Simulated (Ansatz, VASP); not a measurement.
## Two plane-wave programs on Be4Se3

File INCAR:

```
ALGO = Normal ; EDIFF = 1E-7
EDIFFG = -0.08 ; ENCUT = 600
GGA = PE ; IBRION = 2
ISIF = 3 ; ISMEAR = 0
LASPH = T ; LCHARG = F
LREAL = F ; LWAVE = F
NELM = 60 ; NSW = 36
PREC = Accurate ; SIGMA = 0.2
```

File KPOINTS:

```
k-points
0
Gamma
  3 3 3
```

The input POSCAR:

```
Be4Se3
1.0
    3.4455671200      1.9892991100      3.2254067500
   -3.4455671200      1.9892991100      3.2254067500
    0.0000000000     -3.9785982100      3.2254067500
Be Se
4 3
Direct
    0.0000000000      0.0000000000      0.0000000000
    0.5000000000      0.5000000000      0.0000000000
    0.0000000000      0.5000000000      0.5000000000
    0.5000000000      0.0000000000      0.5000000000
    0.0000000000      0.0000000000      0.5000000000
    0.5000000000      0.0000000000      0.0000000000
    0.0000000000      0.5000000000      0.0000000000
```

Input for Ansatz:

```yaml
crystal:
  lattice:
    - [3.44556712, 1.98929911, 3.22540675]
    - [-3.44556712, 1.98929911, 3.22540675]
    - [0.0, -3.97859821, 3.22540675]
  atoms:
    - { symbol: Be, position: [0.0, 0.0, 0.0] }
    - { symbol: Be, position: [0.5, 0.5, 0.0] }
    - { symbol: Be, position: [0.0, 0.5, 0.5] }
    - { symbol: Be, position: [0.5, 0.0, 0.5] }
    - { symbol: Se, position: [0.0, 0.0, 0.5] }
    - { symbol: Se, position: [0.5, 0.0, 0.0] }
    - { symbol: Se, position: [0.0, 0.5, 0.0] }
basis:
  ecutwfc: 420
kpoints:
  mp_grid: { grid: [3, 3, 3] }
hamiltonian:
  xc: pbe
scf:
  occupations: { method: gaussian, width: 0.2 }
  lower_state_search: "off"
output:
  forces: true
  stress: true
  eigenvalues: true
relax:
  adjacent_minimum: "off"
  f_tol: 0.08
  max_steps: 16
  cell: { stress_tol: 0.8 }
```

Alike in both runs: task relaxation of cell and atoms; functional PBE; k mesh 3 × 3 × 3; occupations gaussian, width 0.2 eV; no spin polarisation.

|  | VASP | Ansatz |
| --- | --- | --- |
| version | VASP 6.6.1 | Ansatz 0.2.0 |
| potentials or method | VASP PAW PBE potentials, release 64 (Be, Se), cutoff 600 eV | scalar-relativistic, plane waves, PAW |
| valence electrons in the cell | 26 | 56 |

```tsv
	VASP	Ansatz	Ansatz less VASP
gap on the k mesh at the Fermi level, each at its own relaxed structure (eV)	0.32	0.32	-0.004
relaxed volume (Å³/atom)	15.47	15.49	+0.015
relaxed cell length with the largest relative difference (Å)	4.767	4.768	+0.0016
```

VASP's potentials hold 26 valence electrons a cell and Ansatz's 56, so a difference there can come from the potentials and not from the codes.

Noted on VASP's run: the volume moved by over 15 % at a fixed basis, so the end points are rough.
